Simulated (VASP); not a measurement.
# TiO2 (Pbcn) in VASP: single point with PBE

Aim: the single point of TiO2 with PBE.

Program: VASP 6.6.1. These are calculated values, not measurements. Logs are shortened: lines on timing, memory, paths and dates and some standing lists are left out, and cuts for length are marked.

## (1) The cell of the first run

Symmetry: Pbcn, No. 60, orthorhombic system. The conventional cell has a = 4.515 Å, b = 5.497 Å, c = 4.939 Å, α = 90.00°, β = 90.00°, γ = 90.00°. Within 2.5 Å of Ti (site symmetry 2) lie 6 O at 1.89 to 2.05 Å. Within 2.6 Å of O (site symmetry 1) lie 3 Ti at 1.89 to 2.05 Å and 2 O at 2.51 to 2.52 Å.

## (2) Single point, PBE

Input file INCAR:

```
PREC     = Accurate       # precision mode
ENCUT    = 520            # plane-wave cutoff, eV
EDIFF    = 1E-7           # SCF threshold, eV
ISMEAR   = 0              # smearing method
SIGMA    = 0.05           # smearing width, eV
LREAL    = Auto         
LASPH    = T              # aspherical terms in the spheres
NELM     = 80             # most SCF steps
ALGO     = Normal         # electronic algorithm
ISIF     = 2              # what is computed and relaxed
LWAVE    = F              # write WAVECAR
LCHARG   = F              # write CHGCAR
GGA      = PE             # functional
NBANDS   = 222            # bands
LUSENCCL = F
```

Input file KPOINTS:

```
Automatic mesh
0
Gamma
  2 2 2
```

Input file POSCAR:

```
TiO2
1.0
   -4.5150000000      5.4970000000      4.9390000000
    4.5150000000     -5.4970000000      4.9390000000
    4.5150000000      5.4970000000     -4.9390000000
Ti O
16 32
Direct
    0.2105000000      0.1250000000      0.0855000000
    0.7105000000      0.6250000000      0.0855000000
    0.7105000000      0.1250000000      0.5855000000
    0.2105000000      0.6250000000      0.5855000000
    0.0395000000      0.1250000000      0.4145000000
    0.5395000000      0.6250000000      0.4145000000
    0.5395000000      0.1250000000      0.9145000000
    0.0395000000      0.6250000000      0.9145000000
    0.7895000000      0.3750000000      0.4145000000
    0.2895000000      0.8750000000      0.4145000000
    0.2895000000      0.3750000000      0.9145000000
    0.7895000000      0.8750000000      0.9145000000
    0.9605000000      0.3750000000      0.0855000000
    0.4605000000      0.8750000000      0.0855000000
    0.4605000000      0.3750000000      0.5855000000
    0.9605000000      0.8750000000      0.5855000000
    0.3940000000      0.3490000000      0.3310000000
    0.8940000000      0.8490000000      0.3310000000
    0.8940000000      0.3490000000      0.8310000000
    0.3940000000      0.8490000000      0.8310000000
    0.0180000000      0.0630000000      0.1690000000
    0.5180000000      0.5630000000      0.1690000000
    0.5180000000      0.0630000000      0.6690000000
    0.0180000000      0.5630000000      0.6690000000
    0.8560000000      0.1870000000      0.4550000000
    0.3560000000      0.6870000000      0.4550000000
    0.3560000000      0.1870000000      0.9550000000
    0.8560000000      0.6870000000      0.9550000000
    0.7320000000      0.4010000000      0.0450000000
    0.2320000000      0.9010000000      0.0450000000
    0.2320000000      0.4010000000      0.5450000000
    0.7320000000      0.9010000000      0.5450000000
    0.6060000000      0.1510000000      0.1690000000
    0.1060000000      0.6510000000      0.1690000000
    0.1060000000      0.1510000000      0.6690000000
    0.6060000000      0.6510000000      0.6690000000
    0.9820000000      0.4370000000      0.3310000000
    0.4820000000      0.9370000000      0.3310000000
    0.4820000000      0.4370000000      0.8310000000
    0.9820000000      0.9370000000      0.8310000000
    0.1440000000      0.3130000000      0.0450000000
    0.6440000000      0.8130000000      0.0450000000
    0.6440000000      0.3130000000      0.5450000000
    0.1440000000      0.8130000000      0.5450000000
    0.2680000000      0.0990000000      0.4550000000
    0.7680000000      0.5990000000      0.4550000000
    0.7680000000      0.0990000000      0.9550000000
    0.2680000000      0.5990000000      0.9550000000
```

Potentials or basis: VASP PAW PBE potentials, release 64 (Ti_sv, O).

Launch:

```
cat potpaw_PBE.64/Ti_sv/POTCAR potpaw_PBE.64/O/POTCAR > POTCAR
mpirun -np 1 vasp_std > vasp.out
```

OUTCAR:

```text
PREC = Accurate
   ENCUT = 520
   EDIFF = 1E-7
   ISMEAR = 0
   LREAL = Auto
   LASPH = T
   NELM = 80
   ISIF = 2
   GGA = PE

 ion  position               nearest neighbor table
   1  0.211  0.125  0.086-  30 1.89  17 1.89  21 1.95  27 1.95  40 2.05  41 2.05
   2  0.711  0.625  0.086-  29 1.89  18 1.89  22 1.95  28 1.95  39 2.05  42 2.05
   3  0.711  0.125  0.586-  32 1.89  19 1.89  23 1.95  25 1.95  38 2.05  43 2.05
   4  0.211  0.625  0.586-  31 1.89  20 1.89  24 1.95  26 1.95  37 2.05  44 2.05
   5  0.039  0.125  0.414-  25 1.89  21 1.89  31 1.95  18 1.95  35 2.05  45 2.05
   6  0.539  0.625  0.414-  26 1.89  22 1.89  32 1.95  17 1.95  36 2.05  46 2.05
[... 8 lines left out ...]
  15  0.461  0.375  0.586-  43 1.89  39 1.89  45 1.95  36 1.95  17 2.05  31 2.05
  16  0.961  0.875  0.586-  44 1.89  40 1.89  46 1.95  35 1.95  18 2.05  32 2.05
  17  0.394  0.349  0.331-   1 1.89   6 1.95  15 2.05
[... 29 lines left out ...]
  47  0.768  0.099  0.955-  12 1.89  13 1.95   7 2.05
  48  0.268  0.599  0.955-  11 1.89  14 1.95   8 2.05

  LATTYP: Found a body centered orthorhombic cell.
 ALAT       =     9.0300000000
 B/A-ratio  =     1.0939091916
 C/A-ratio  =     1.2174972315

  Lattice vectors:

 A1 = (  -4.5150000000,  -5.4970000000,   4.9390000000)
 A2 = (   4.5150000000,  -5.4970000000,  -4.9390000000)
 A3 = (   4.5150000000,   5.4970000000,   4.9390000000)

Analysis of symmetry for initial positions (statically):
=====================================================================
 Subroutine PRICEL returns following result:

  LATTYP: Found a simple orthorhombic cell.
 ALAT       =     4.5150000000
 B/A-ratio  =     1.0939091916
 C/A-ratio  =     1.2174972315

  Lattice vectors:

 A1 = (   4.5150000000,   0.0000000000,   0.0000000000)
 A2 = (   0.0000000000,   0.0000000000,  -4.9390000000)
 A3 = (   0.0000000000,   5.4970000000,   0.0000000000)

   4 primitive cells build up your supercell.

 Routine SETGRP: Setting up the symmetry group for a
 body centered orthorhombic supercell.

 Subroutine GETGRP returns: Found  8 space group operations
 (whereof  2 operations were pure point group operations)
 out of a pool of  8 trial point group operations.

The static configuration has the point symmetry S_2 .
 The point group associated with its full space group is D_2h.

Analysis of symmetry for dynamics (positions and initial velocities):
=====================================================================
 Subroutine PRICEL returns following result:

  LATTYP: Found a simple orthorhombic cell.
 ALAT       =     4.5150000000
 B/A-ratio  =     1.0939091916
 C/A-ratio  =     1.2174972315

  Lattice vectors:

 A1 = (   4.5150000000,   0.0000000000,   0.0000000000)
 A2 = (   0.0000000000,   0.0000000000,  -4.9390000000)
 A3 = (   0.0000000000,   5.4970000000,   0.0000000000)

   4 primitive cells build up your supercell.

 Routine SETGRP: Setting up the symmetry group for a
 body centered orthorhombic supercell.

 Subroutine GETGRP returns: Found  8 space group operations
 (whereof  2 operations were pure point group operations)
 out of a pool of  8 trial point group operations.

The dynamic configuration has the point symmetry S_2 .
 The point group associated with its full space group is D_2h.

 Subroutine INISYM returns: Found  8 space group operations
 (whereof  2 operations are pure point group operations),
 and found     4 'primitive' translations

----------------------------------------------------------------------------------------

                                     Primitive cell

  volume of cell :     122.5808

  direct lattice vectors                    reciprocal lattice vectors
     4.515000000  0.000000000  0.000000000     0.221483942 -0.000000000  0.000000000
     0.000000000  0.000000000 -4.939000000     0.000000000  0.000000000 -0.202470136
     0.000000000  5.497000000  0.000000000    -0.000000000  0.181917409  0.000000000

[... 22 lines left out ...]
                 4          13
                 5          17
                 6          21
                 7          27
                 8          30
                 9          33
                10          40
                11          41
                12          45

----------------------------------------------------------------------------------------

 KPOINTS: Automatic mesh

Automatic generation of k-mesh.
 Grid dimensions read from file:
 generate k-points for:    2    2    2

 Generating k-lattice:

  Cartesian coordinates                     Fractional coordinates (reciprocal lattice)
     0.000000000  0.045479352  0.050617534     0.500000000  0.000000000  0.000000000
     0.055370986  0.000000000  0.050617534     0.000000000  0.500000000 -0.000000000
     0.055370986  0.045479352  0.000000000     0.000000000 -0.000000000  0.500000000

  Length of vectors
     0.068047823  0.075020536  0.071654152

  Shift w.r.t. Gamma in fractional coordinates (k-lattice)
     0.000000000  0.000000000  0.000000000

 Subroutine IBZKPT returns following result:
 ===========================================

 Found      5 irreducible k-points:

 Following reciprocal coordinates:
            Coordinates               Weight
  0.000000  0.000000  0.000000      1.000000
  0.500000  0.000000  0.000000      2.000000
  0.000000  0.500000  0.000000      2.000000
  0.500000  0.500000  0.000000      2.000000
  0.500000  0.500000  0.500000      1.000000
   k-points           NKPTS =      5   k-points in BZ     NKDIM =      5   number of bands    NBANDS=    222
   number of dos      NEDOS =    301   number of ions     NIONS =     48
   total plane-waves  NPLWV = 262144
   dimension x,y,z NGX =    64 NGY =   64 NGZ =   64
   dimension x,y,z NGXF=   128 NGYF=  128 NGZF=  128
   ions per type =              16  32
   NGX,Y,Z   is equivalent  to a cutoff of  12.29, 12.29, 12.29 a.u.
   NGXF,Y,Z  is equivalent  to a cutoff of  24.57, 24.57, 24.57 a.u.
 SYSTEM =  unknown system
   PREC   = accura    normal or accurate (medium, high low for compatibility)
   ISTART =      0    job   : 0-new  1-cont  2-samecut
   ICHARG =      2    charge: 1-file 2-atom 10-const
   ISPIN  =      1    spin polarized calculation?
   LNONCOLLINEAR =      F non collinear calculations
   LSORBIT =      F    spin-orbit coupling
   LASPH  =      T    aspherical Exc in radial PAW
   ENCUT  =  520.0 eV  38.22 Ry    6.18 a.u.  16.10 16.10 16.10*2*pi/ulx,y,z
   NELM   =     80;   NELMIN=  2; NELMDL= -5     # of ELM steps
   EDIFF  = 0.1E-06   stopping-criterion for ELM
   LREAL  =      T    real-space projection
   EDIFFG = 0.1E-05   stopping-criterion for IOM
   NSW    =      0    number of steps for IOM
   IBRION =     -1    ionic relax: 0-MD 1-quasi-New 2-CG
   NFREE  =      0    steps in history (QN), initial steepest desc. (CG)
   ISIF   =      2    stress and relaxation
   ISYM   =      2    0-nonsym 1-usesym 2-fastsym
   POTIM  = 0.5000    time-step for ionic-motion
   TEBEG  =    0.0;   TEEND  =   0.0 temperature during run
   PSTRESS=    0.0 pullay stress
   NELECT =     384.0000    total number of electrons
   NUPDOWN=      -1.0000    fix difference up-down
   EMIN   =  10.00;   EMAX   =-10.00  energy-range for DOS
   EFERMI =   0.00;   METHOD = LEGACY
   ISMEAR =     0;   SIGMA  =   0.05  broadening in eV -4-tet -1-fermi 0-gaus
   EFERMI_NEDOS =   21; number of points for ismear=-14 and -15
   IALGO  =     38    algorithm
   IMIX   =      4    mixing-type and parameters
     AMIX     =   0.40;   BMIX     =  1.00
     AMIX_MAG =   1.60;   BMIX_MAG =  1.00
  volume/ion in A,a.u.               =      10.22        68.93
  Fermi-wavevector in a.u.,A,eV,Ry     =   1.509006  2.851609 30.981829  2.277100
  Thomas-Fermi vector in A             =   2.619386
   LORBIT       =      0    0 simple, 1 ext, 2 COOP (PROOUT), +10 PAW based schemes
   GGA     = PE    functional components
   LHFCALC =     F    Hartree Fock is set to
   AEXX    =    0.0000 exact exchange contribution
   IVDW    =     0    specifies the selected vdW correction
   LEPSILON=     F    determine dielectric tensor
   LRPA    =     F    only Hartree local field effects (RPA)
 non-spin polarized calculation
 Gauss-broadening in eV      SIGMA  =   0.05
  energy-cutoff  :      520.00
  volume of cell :      490.32
 maximum number of plane-waves:     13242
   NGX = 33   NGY = 33   NGZ = 33

 number of electron     384.0000027 magnetization

 Free energy of the ion-electron system (eV)
  ---------------------------------------------------
  ext. energy  EPLUGINS =         0.00000000
  ---------------------------------------------------
  free energy    TOTEN  =      -428.55144526 eV

  energy without entropy =     -428.55144526  energy(sigma->0) =     -428.55144526

 E-fermi :   5.1025     XC(G=0): -11.5321

 val. band max:        4.8748793199   @ k =   0.0000   0.0000   0.0000
 cond. band min:       7.3246372256   @ k =   0.0000   0.0000   0.0000
 fundamental gap:      2.4497579057
 Fermi energy:         5.1024940485

 k-point     1 :       0.0000    0.0000    0.0000
  band No.  band energies     occupation
      1     -51.7143      2.00000
      2     -51.7029      2.00000
      3     -51.7029      2.00000
      4     -51.6918      2.00000
      5     -51.6916      2.00000
      6     -51.6916      2.00000
[... 1024 lines left out ...]
    203       7.8104      0.00000
    204       7.8104      0.00000
 [bands above 204 left out]

------------------------ aborting loop because EDIFF is reached ----------------------------------------

  FORCE on cell =-STRESS in cart. coord.  units (eV):
  Direction    XX          YY          ZZ          XY          YZ          ZX
  --------------------------------------------------------------------------------------
  -------------------------------------------------------------------------------------
  Total       30.1233419     18.4060704     19.2991870      0.0000000      0.0000000     -0.0000000
  in kB       98.4308476     60.1435629     63.0619051      0.0000000      0.0000000     -0.0000000
  external PRESSURE =      73.8787719 kB  Pullay stress =       0.0000000 kB

 VOLUME and BASIS-vectors are now :
 -----------------------------------------------------------------------------
  energy-cutoff  :      520.00
  volume of cell :      490.32
      direct lattice vectors                 reciprocal lattice vectors
    -4.515000000  5.497000000  4.939000000     0.000000000  0.090958705  0.101235068
     4.515000000 -5.497000000  4.939000000     0.110741971  0.000000000  0.101235068
     4.515000000  5.497000000 -4.939000000     0.110741971  0.090958705  0.000000000

 POSITION                                       TOTAL-FORCE (eV/Angst)
 -----------------------------------------------------------------------------------
     -0.00000      0.93999      1.23475        -0.000000      0.080313     -0.000000
      0.00000      0.93999      6.17375        -0.000000      0.080313     -0.000000
      0.00000      6.43699      1.23475        -0.000000      0.080313     -0.000000
      4.51500      0.93999      1.23475        -0.000000      0.080313     -0.000000
      2.25750      1.80851     -1.23475        -0.000000     -0.080313     -0.000000
      2.25750      1.80851      3.70425        -0.000000     -0.080313     -0.000000
[... 40 lines left out ...]
      1.29129      8.92713     -0.43463        -0.683583      0.054970      0.103382
      5.80629      3.43013     -0.43463        -0.683583      0.054970      0.103382
 -----------------------------------------------------------------------------------
    total drift:                               -0.000000     -0.000000      0.000000

  FREE ENERGIE OF THE ION-ELECTRON SYSTEM (eV)
  ---------------------------------------------------
  free  energy   TOTEN  =      -428.5514452643 eV

  energy  without entropy=     -428.5514452643  energy(sigma->0) =     -428.55144526
```

Wall time 2.2 min (1 × NVIDIA H100 80GB with 1 thread of AMD EPYC 7R13 (Zen 3), shared host); peak memory 1.6 GiB.

Results:

```
Free energy            : -428.5514 eV
Pressure               : 7.4 GPa
Largest force          : 0.694 eV/Å
Band gap on the k mesh : 2.45 eV
```

Forces on the atoms (eV/Å):
```
Ti   0.000  0.080  0.000
Ti   0.000  0.080  0.000
Ti   0.000  0.080  0.000
Ti   0.000  0.080  0.000
Ti   0.000 -0.080  0.000
Ti   0.000 -0.080  0.000
Ti   0.000 -0.080  0.000
Ti   0.000 -0.080  0.000
Ti   0.000 -0.080  0.000
Ti   0.000 -0.080  0.000
Ti   0.000 -0.080  0.000
Ti   0.000 -0.080  0.000
Ti   0.000  0.080  0.000
Ti   0.000  0.080  0.000
Ti   0.000  0.080  0.000
Ti   0.000  0.080  0.000
O   -0.684 -0.055  0.103
O   -0.684 -0.055  0.103
O   -0.684 -0.055  0.103
O   -0.684 -0.055  0.103
O    0.684  0.055  0.103
O    0.684  0.055  0.103
O    0.684  0.055  0.103
O    0.684  0.055  0.103
O   -0.684  0.055 -0.103
O   -0.684  0.055 -0.103
O   -0.684  0.055 -0.103
O   -0.684  0.055 -0.103
O    0.684 -0.055 -0.103
O    0.684 -0.055 -0.103
O    0.684 -0.055 -0.103
O    0.684 -0.055 -0.103
O    0.684  0.055 -0.103
O    0.684  0.055 -0.103
O    0.684  0.055 -0.103
O    0.684  0.055 -0.103
O   -0.684 -0.055 -0.103
O   -0.684 -0.055 -0.103
O   -0.684 -0.055 -0.103
O   -0.684 -0.055 -0.103
O    0.684 -0.055  0.103
O    0.684 -0.055  0.103
O    0.684 -0.055  0.103
O    0.684 -0.055  0.103
O   -0.684  0.055  0.103
O   -0.684  0.055  0.103
O   -0.684  0.055  0.103
O   -0.684  0.055  0.103
```

Caveat: the k points lie up to 0.45 Å⁻¹ apart.
